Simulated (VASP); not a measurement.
# Sr (P6_3/mmc) in VASP: notebook

The runs below take Sr through single point, with PBE, LDA.

Everything below comes from runs of VASP 6.6.1. Logs are shortened: lines on timing, memory, paths and dates and some standing lists are left out, and cuts for length are marked.

## Step 1: The cell of the first run

It takes space group P6_3/mmc (No. 194, hexagonal). The conventional cell has a = 4.310 Å, b = 4.310 Å, c = 7.050 Å, α = 90.00°, β = 90.00°, γ = 120.00°. Within 5.7 Å of Sr (site symmetry -6m2) lie 12 Sr at 4.31 Å.

This isn't the form of Sr at room conditions, which is fcc.

## Step 2: Single point, PBE

The input, INCAR:

```
PREC     = Accurate       # precision mode
ENCUT    = 500            # plane-wave cutoff, eV
EDIFF    = 1E-6           # SCF threshold, eV
ISMEAR   = 0              # smearing method
SIGMA    = 0.1            # smearing width, eV
LREAL    = False          # projectors in reciprocal space
LASPH    = True           # aspherical terms in the spheres
NELM     = 120            # most SCF steps
ALGO     = Normal         # electronic algorithm
ISIF     = 2              # what is computed and relaxed
LWAVE    = False          # write WAVECAR
LCHARG   = False          # write CHGCAR
GGA      = PE             # functional
ISYM     = 0            
NBANDS   = 17             # bands
GGA_COMPAT= False
```

The input, KPOINTS:

```
Automatic mesh
0
Gamma
  3 3 1
  0.26 0.49 0.66
```

The input, POSCAR:

```
Sr
1.0
    4.3100002207      0.0000000000      0.0000000000
   -2.1550001104      3.7325696814      0.0000000000
    0.0000000000      0.0000000000      7.0500000000
Sr
2
Direct
    0.3333333333      0.6666666667      0.2500000000
    0.6666666667      0.3333333333      0.7500000000
```

Potentials or basis: VASP PAW PBE potentials, release 64 (Sr_sv).

Started as:

```bash
> cat potpaw_PBE.64/Sr_sv/POTCAR > POTCAR
> mpirun -np 1 vasp_std > vasp.out
```

OUTCAR:

```text
PREC = Accurate
   ENCUT = 500
   EDIFF = 1E-6
   ISMEAR = 0
   LREAL = False
   LASPH = True
   NELM = 120
   ISIF = 2
   GGA = PE
   ISYM = 0

 ion  position               nearest neighbor table
   1  0.333  0.667  0.250-   2 4.31   2 4.31   2 4.31   2 4.31   2 4.31   2 4.31
   2  0.667  0.333  0.750-   1 4.31   1 4.31   1 4.31   1 4.31   1 4.31   1 4.31

IMPORTANT INFORMATION: All symmetrisations will be switched off!
NOSYMM: (Re-)initialisation of all symmetry stuff for point group C_1.

----------------------------------------------------------------------------------------

                                     Primitive cell

  volume of cell :     113.4160

  direct lattice vectors                    reciprocal lattice vectors
     4.310000221  0.000000000  0.000000000     0.232018550  0.133955972  0.000000000
    -2.155000110  3.732569681  0.000000000     0.000000000  0.267911944  0.000000000
     0.000000000  0.000000000  7.050000000     0.000000000  0.000000000  0.141843972

  length of vectors
     4.310000221  4.310000221  7.050000000     0.267911944  0.267911944  0.141843972

  position of ions in fractional coordinates (direct lattice)
     0.333333333  0.666666667  0.250000000
     0.666666667  0.333333333  0.750000000

  ion indices of the primitive-cell ions
   primitive index   ion index
                 1           1
                 2           2

----------------------------------------------------------------------------------------

 KPOINTS: Automatic mesh

Automatic generation of k-mesh.
 Grid dimensions read from file:
 generate k-points for:    3    3    1

 Generating k-lattice:

  Cartesian coordinates                     Fractional coordinates (reciprocal lattice)
     0.077339517  0.044651991  0.000000000     0.333333333  0.000000000  0.000000000
     0.000000000  0.089303981  0.000000000     0.000000000  0.333333333  0.000000000
     0.000000000  0.000000000  0.141843972     0.000000000  0.000000000  1.000000000

  Length of vectors
     0.089303981  0.089303981  0.141843972

  Shift w.r.t. Gamma in fractional coordinates (k-lattice)
     0.260000000  0.490000000  0.660000000

 Subroutine IBZKPT returns following result:
 ===========================================

 Found    108 irreducible k-points:

 Following reciprocal coordinates:
            Coordinates               Weight
  0.086667  0.163333 -0.340000      2.000000
 -0.163333  0.250000 -0.340000      2.000000
 -0.250000  0.086667 -0.340000      2.000000
 -0.086667 -0.163333 -0.340000      2.000000
  0.163333 -0.250000 -0.340000      2.000000
  0.250000 -0.086667 -0.340000      2.000000
[... 16 lines left out ...]
 -0.163333 -0.420000  0.340000      2.000000
  0.416667  0.163333  0.340000      2.000000
 [... further k-points ...]
   k-points           NKPTS =    108   k-points in BZ     NKDIM =    108   number of bands    NBANDS=     17
   number of dos      NEDOS =    301   number of ions     NIONS =      2
   total plane-waves  NPLWV =  55296
   dimension x,y,z NGX =    32 NGY =   32 NGZ =   54
   dimension x,y,z NGXF=    64 NGYF=   64 NGZF=  108
   ions per type =               2
   NGX,Y,Z   is equivalent  to a cutoff of  12.34, 12.34, 12.73 a.u.
   NGXF,Y,Z  is equivalent  to a cutoff of  24.69, 24.69, 25.47 a.u.
 SYSTEM =  unknown system
   PREC   = accura    normal or accurate (medium, high low for compatibility)
   ISTART =      0    job   : 0-new  1-cont  2-samecut
   ICHARG =      2    charge: 1-file 2-atom 10-const
   ISPIN  =      1    spin polarized calculation?
   LNONCOLLINEAR =      F non collinear calculations
   LSORBIT =      F    spin-orbit coupling
   LASPH  =      T    aspherical Exc in radial PAW
   ENCUT  =  500.0 eV  36.75 Ry    6.06 a.u.   7.86  7.86 12.85*2*pi/ulx,y,z
   NELM   =    120;   NELMIN=  2; NELMDL= -5     # of ELM steps
   EDIFF  = 0.1E-05   stopping-criterion for ELM
   LREAL  =      F    real-space projection
   EDIFFG = 0.1E-04   stopping-criterion for IOM
   NSW    =      0    number of steps for IOM
   IBRION =     -1    ionic relax: 0-MD 1-quasi-New 2-CG
   NFREE  =      0    steps in history (QN), initial steepest desc. (CG)
   ISIF   =      2    stress and relaxation
   ISYM   =      0    0-nonsym 1-usesym 2-fastsym
   POTIM  = 0.5000    time-step for ionic-motion
   TEBEG  =    0.0;   TEEND  =   0.0 temperature during run
   PSTRESS=    0.0 pullay stress
   NELECT =      20.0000    total number of electrons
   NUPDOWN=      -1.0000    fix difference up-down
   EMIN   =  10.00;   EMAX   =-10.00  energy-range for DOS
   EFERMI =   0.00;   METHOD = LEGACY
   ISMEAR =     0;   SIGMA  =   0.10  broadening in eV -4-tet -1-fermi 0-gaus
   EFERMI_NEDOS =   21; number of points for ismear=-14 and -15
   IALGO  =     38    algorithm
   IMIX   =      4    mixing-type and parameters
     AMIX     =   0.40;   BMIX     =  1.00
     AMIX_MAG =   1.60;   BMIX_MAG =  1.00
  volume/ion in A,a.u.               =      56.71       382.68
  Fermi-wavevector in a.u.,A,eV,Ry     =   0.918037  1.734838 11.466873  0.842791
  Thomas-Fermi vector in A             =   2.043073
   LORBIT       =      0    0 simple, 1 ext, 2 COOP (PROOUT), +10 PAW based schemes
   GGA     = PE    functional components
   LHFCALC =     F    Hartree Fock is set to
   AEXX    =    0.0000 exact exchange contribution
   IVDW    =     0    specifies the selected vdW correction
   LEPSILON=     F    determine dielectric tensor
   LRPA    =     F    only Hartree local field effects (RPA)
 non-spin polarized calculation
 Gauss-broadening in eV      SIGMA  =   0.10
  energy-cutoff  :      500.00
  volume of cell :      113.42
 maximum number of plane-waves:      2891
   NGX = 15   NGY = 15   NGZ = 25

 number of electron      20.0000000 magnetization

 Free energy of the ion-electron system (eV)
  ---------------------------------------------------
  ext. energy  EPLUGINS =         0.00000000
  ---------------------------------------------------
  free energy    TOTEN  =        -3.52366877 eV

  energy without entropy =       -3.52366417  energy(sigma->0) =       -3.52366647

 E-fermi :   1.3647     XC(G=0):  -7.2593

 val. band max:        1.0803678984   @ k =  -0.2467  -0.2500   0.3400
 cond. band min:       1.6601417524   @ k =   0.0833   0.4967   0.3400
 fundamental gap:      0.5797738540
 Fermi energy:         1.3646533863

 k-point     1 :       0.0867    0.1633   -0.3400
  band No.  band energies     occupation
      1     -35.2053      2.00000
      2     -35.2008      2.00000
      3     -17.2209      2.00000
      4     -17.1858      2.00000
      5     -17.1616      2.00000
      6     -17.1443      2.00000
[... 9 lines left out ...]
     16       4.2527      0.00000
     17       4.9326      0.00000

 k-point     2 :      -0.1633    0.2500   -0.3400
  band No.  band energies     occupation
      1     -35.2053      2.00000
      2     -35.2008      2.00000
      3     -17.2209      2.00000
      4     -17.1858      2.00000
      5     -17.1616      2.00000
      6     -17.1443      2.00000
[... 9 lines left out ...]
     16       4.2527      0.00000
     17       4.9939      0.00000

 k-point     3 :      -0.2500    0.0867   -0.3400
  band No.  band energies     occupation
      1     -35.2053      2.00000
      2     -35.2008      2.00000
      3     -17.2209      2.00000
      4     -17.1858      2.00000
      5     -17.1616      2.00000
      6     -17.1443      2.00000
[... 9 lines left out ...]
     16       4.2527      0.00000
     17       4.9366      0.00000

 k-point     4 :      -0.0867   -0.1633   -0.3400
  band No.  band energies     occupation
      1     -35.2053      2.00000
      2     -35.2008      2.00000
      3     -17.2209      2.00000
      4     -17.1858      2.00000
      5     -17.1616      2.00000
      6     -17.1443      2.00000
[... 9 lines left out ...]
     16       4.2527      0.00000
     17       4.9291      0.00000

 k-point     5 :       0.1633   -0.2500   -0.3400
  band No.  band energies     occupation
      1     -35.2053      2.00000
      2     -35.2008      2.00000
      3     -17.2209      2.00000
      4     -17.1858      2.00000
      5     -17.1616      2.00000
      6     -17.1443      2.00000
[... 9 lines left out ...]
     16       4.2527      0.00000
     17       4.9308      0.00000

 k-point     6 :       0.2500   -0.0867   -0.3400
  band No.  band energies     occupation
      1     -35.2053      2.00000
      2     -35.2008      2.00000
      3     -17.2209      2.00000
      4     -17.1858      2.00000
      5     -17.1616      2.00000
      6     -17.1443      2.00000
[... 9 lines left out ...]
     16       4.2527      0.00000
     17       4.9905      0.00000
[... 281 lines left out ...]
 k-point    21 :      -0.4167   -0.1633    0.3400
  band No.  band energies     occupation
      1     -35.1985      2.00000
      2     -35.1971      2.00000
      3     -17.2656      2.00000
      4     -17.2530      2.00000
      5     -17.1903      2.00000
      6     -17.1701      2.00000
[... 9 lines left out ...]
     16       4.7291      0.00000
     17       5.6153      0.00000

 k-point    22 :       0.4200    0.4167    0.3400
  band No.  band energies     occupation
      1     -35.1985      2.00000
      2     -35.1971      2.00000
      3     -17.2656      2.00000
      4     -17.2530      2.00000
      5     -17.1903      2.00000
      6     -17.1701      2.00000
[... 9 lines left out ...]
     16       4.7291      0.00000
     17       5.6173      0.00000

 k-point    23 :      -0.1633   -0.4200    0.3400
  band No.  band energies     occupation
      1     -35.1985      2.00000
      2     -35.1971      2.00000
      3     -17.2656      2.00000
      4     -17.2530      2.00000
      5     -17.1903      2.00000
      6     -17.1701      2.00000
[... 9 lines left out ...]
     16       4.7291      0.00000
     17       5.6182      0.00000

 k-point    24 :       0.4167    0.1633    0.3400
  band No.  band energies     occupation
      1     -35.1985      2.00000
      2     -35.1971      2.00000
      3     -17.2656      2.00000
      4     -17.2530      2.00000
      5     -17.1903      2.00000
      6     -17.1701      2.00000
[... 9 lines left out ...]
     16       4.7291      0.00000
     17       5.6152      0.00000

 [... further k-points ...]

------------------------ aborting loop because EDIFF is reached ----------------------------------------

  FORCE on cell =-STRESS in cart. coord.  units (eV):
  Direction    XX          YY          ZZ          XY          YZ          ZX
  --------------------------------------------------------------------------------------
  -------------------------------------------------------------------------------------
  Total       -0.4504882     -0.4504891     -0.0933181     -0.0000062     -0.0000094     -0.0000037
  in kB       -6.3638462     -6.3638587     -1.3182629     -0.0000881     -0.0001333     -0.0000521
  external PRESSURE =      -4.6819893 kB  Pullay stress =       0.0000000 kB

 VOLUME and BASIS-vectors are now :
 -----------------------------------------------------------------------------
  energy-cutoff  :      500.00
  volume of cell :      113.42
      direct lattice vectors                 reciprocal lattice vectors
     4.310000221  0.000000000  0.000000000     0.232018550  0.133955972  0.000000000
    -2.155000110  3.732569681  0.000000000     0.000000000  0.267911944  0.000000000
     0.000000000  0.000000000  7.050000000     0.000000000  0.000000000  0.141843972

 POSITION                                       TOTAL-FORCE (eV/Angst)
 -----------------------------------------------------------------------------------
     -0.00000      2.48838      1.76250        -0.000001      0.000000      0.000005
      2.15500      1.24419      5.28750         0.000001     -0.000000     -0.000005
 -----------------------------------------------------------------------------------
    total drift:                               -0.000002      0.000001     -0.000000

  FREE ENERGIE OF THE ION-ELECTRON SYSTEM (eV)
  ---------------------------------------------------
  free  energy   TOTEN  =        -3.5236687735 eV

  energy  without entropy=       -3.5236641652  energy(sigma->0) =       -3.52366647
```

It took 79 s on 1 thread of AMD EPYC 9R45 (Zen 5), shared host; peak memory 0.29 GiB.

The run converged, but its numbers aren't listed here, since they failed a check.

Caveat: the k points lie up to 0.89 Å⁻¹ apart; the mesh shows a gap though the element is a metal.

[end of part 1 of 2]
